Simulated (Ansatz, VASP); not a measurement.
# Al: VASP beside Ansatz

INCAR

```
SYSTEM = Al
PREC     = Accurate       ! precision mode
ENCUT    = 520            ! plane-wave cutoff, eV
EDIFF    = 1E-6           ! SCF threshold, eV
ISMEAR   = 0              ! smearing method
SIGMA    = 0.1            ! smearing width, eV
LREAL    = .FALSE.        ! projectors in reciprocal space
LASPH    = .TRUE.         ! aspherical terms in the spheres
NELM     = 80             ! most SCF steps
ALGO     = Fast           ! electronic algorithm
ISIF     = 2              ! what is computed and relaxed
LWAVE    = .FALSE.        ! write WAVECAR
LCHARG   = .FALSE.        ! write CHGCAR
GGA      = PS             ! functional
NBANDS   = 8              ! bands
```

The input KPOINTS:

```
regular mesh
0
G
  16 16 16
  0 0 0
```

POSCAR

```
Al
1.0
    0.0000000000      2.0386943346      2.0386943346
    1.9779749346      0.0000000000      2.0386943346
    1.9779749346      2.0386943346      0.0000000000
Al
1
Direct
    0.0000000000      0.0000000000      0.0000000000
```

Input for Ansatz:

```yaml
crystal:
  lattice:
    - [0.0, 2.0386943346, 2.0386943346]
    - [1.9779749346, 0.0, 2.0386943346]
    - [1.9779749346, 2.0386943346, 0.0]
  atoms:
    - { symbol: Al, position: [0.0, 0.0, 0.0] }
basis:
  ecutwfc: 420
kpoints:
  mp_grid: { grid: [16, 16, 16] }
hamiltonian:
  xc: pbesol
scf:
  occupations: { method: gaussian, width: 0.1 }
output:
  forces: true
  stress: true
  eigenvalues: true
```

Alike in both runs: task single point; functional PBEsol; k mesh 16 × 16 × 16; occupations gaussian, width 0.1 eV; no spin polarisation.

|  | VASP | Ansatz |
| --- | --- | --- |
| version | VASP 6.6.1 | Ansatz 0.2.0 |
| potentials or method | VASP PAW PBE potentials, release 64 (Al), cutoff 520 eV | scalar-relativistic, plane waves, PAW |
| valence electrons in the cell | 3 | 3 |

|  | VASP | Ansatz | Ansatz less VASP |
| --- | --- | --- | --- |
| gap on the k mesh at the Fermi level (eV) | none | none | - |
| pressure (GPa) | -1.1 | -1.2 | -0.05 |
| traceless stress, the component that is largest in VASP (GPa) | 2.03 | 2.01 | -0.015 |

VASP's potentials were made for PBE, not for PBEsol. A gap of «none» marks a metal or a gap that the smearing closes. The functional is the same, so the differences come from potentials, cutoffs and numerics.
